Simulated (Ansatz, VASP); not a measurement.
**Two plane-wave programs on ZrB2**

Contents of INCAR:

```
SYSTEM = ZrB2
PREC = Accurate
ENCUT = 520
EDIFF = 1E-7
ISMEAR = 1
SIGMA = 0.15
LREAL = .False.
LASPH = .True.
NELM = 80
ALGO = Normal
ISIF = 2
LWAVE = .False.
LCHARG = .False.
GGA = PS
NBANDS = 16
```

The input KPOINTS:

```
regular mesh
0
Gamma
  10 10 8
  0 0 0
```

POSCAR

```
ZrB2
1.0
    3.1487241912      0.0000000000      0.0000000000
   -1.5743620956      2.7268756059      0.0000000000
    0.0000000000      0.0000000000      3.5092878761
Zr B
1 2
Direct
    0.0000000000      0.0000000000      0.0000000000
    0.3333333333      0.6666666667      0.5000000000
    0.6666666667      0.3333333333      0.5000000000
```

Input for Ansatz:

```yaml
crystal:
  lattice:
    - [3.1487241911622816, 0.0, 0.0]
    - [-1.5743620955811408, 2.726875605905995, 0.0]
    - [0.0, 0.0, 3.509287876143956]
  atoms:
    - { symbol: Zr, position: [0.0, 0.0, 0.0] }
    - { symbol: B, position: [0.3333333333333333, 0.6666666666666666, 0.5] }
    - { symbol: B, position: [0.6666666666666666, 0.3333333333333333, 0.5] }
basis:
  ecutwfc: 500.0
kpoints:
  mp_grid:
    grid: [10, 10, 8]
hamiltonian:
  xc: pbesol
scf:
  convergence:
    dr2_threshold: 1.0e-09
  occupations:
    method: methfessel_paxton
    width: 0.15
output:
  stress: true
```

Alike in both runs: task single point; functional PBEsol; k mesh 10 × 10 × 8; occupations methfessel-paxton of order 1, width 0.15 eV; no spin polarisation.

|  | VASP | Ansatz |
| --- | --- | --- |
| version | VASP 6.6.1 | Ansatz 0.2.0 |
| potentials or method | VASP PAW PBE potentials, release 64 (Zr_sv, B), cutoff 520 eV | plane waves, PAW |
| valence electrons in the cell | 18 | 18 |

VASP gave:

```
pressure (GPa)                                                : 1.2
traceless stress, the component that is largest in VASP (GPa) : -0.29
```

Problem. Which values does Ansatz return?

Solution. Pressure (GPa): 0.8; traceless stress, the component that is largest in VASP (GPa): -0.28.

VASP's potentials were made for PBE, not for PBEsol. With one functional, cell and mesh, what is left measures potentials, basis and numerics. Ansatz's warnings: stress scf threshold loose.
